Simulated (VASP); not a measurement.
Input of a VASP 6.6.1 run:

The input INCAR:

```
SYSTEM = Mg
ALGO = Fast
DIPOL = 0.5 0.5 0.355
EDIFF = 1E-7
ENCUT = 520
GGA = PE
IDIPOL = 3
ISIF = 2
ISMEAR = 0
LASPH = .TRUE.
LCHARG = .TRUE.
LDIPOL = .TRUE.
LELF = .TRUE.
LREAL = Auto
LVACPOTAV = .TRUE.
LVHAR = .TRUE.
LWAVE = .FALSE.
NBANDS = 31
NELM = 60
PREC = Accurate
SIGMA = 0.1
```

Contents of KPOINTS:

```
k-points
0
G
  6 6 1
  0 0 0
```

POSCAR

```
Mg
1.0
    6.4201385733      0.0000000000      0.0000000000
   -3.2100692866      5.5600031003      0.0000000000
    0.0000000000      0.0000000000     23.2147784448
Mg
17
Direct
    0.3333333333      0.1666666667      0.1723040351
    0.3333333333      0.6666666667      0.1723040351
    0.8333333333      0.1666666667      0.1723040351
    0.8333333333      0.6666666667      0.1723040351
    0.1666666667      0.3333333333      0.2829644269
    0.1666666667      0.8333333333      0.2829644269
    0.6666666667      0.3333333333      0.2829644269
    0.6666666667      0.8333333333      0.2829644269
    0.3333333333      0.1666666667      0.3920793236
    0.3333333333      0.6666666667      0.3920793236
    0.8333333333      0.1666666667      0.3920793236
    0.8333333333      0.6666666667      0.3920793236
    0.1666666667      0.3333333333      0.5046258991
    0.1666666667      0.8333333333      0.5046258991
    0.6666666667      0.3333333333      0.5046258991
    0.6666666667      0.8333333333      0.5046258991
    0.1666666667      0.3333333333      0.6310605733
```

Potentials or basis: VASP PAW PBE potentials, release 64 (Mg).

Run with:

```console
$ cat potpaw_PBE.64/Mg/POTCAR > POTCAR
$ mpirun -np 1 vasp_std > vasp.out
```

Q: Predict the largest force.

A: 0.242 eV/Å.

Q: What does it give for the band gap on the k mesh?

A: Zero (bands 17 and 18 overlap by 0.87 eV).

Forces in eV/Å, atoms in the order of the input:
```
Mg  -0.017  0.010 -0.084
Mg   0.000 -0.020 -0.084
Mg   0.017  0.010 -0.084
Mg   0.000  0.000 -0.074
Mg   0.000  0.000  0.004
Mg  -0.006 -0.003 -0.023
Mg   0.000  0.007 -0.023
Mg   0.006 -0.003 -0.023
Mg   0.015 -0.009  0.088
Mg   0.000  0.018  0.088
Mg  -0.015 -0.009  0.088
Mg   0.000  0.000  0.062
Mg   0.000  0.000 -0.242
Mg   0.006  0.003  0.094
Mg   0.000 -0.007  0.094
Mg  -0.006  0.003  0.094
Mg   0.000  0.000  0.022
```
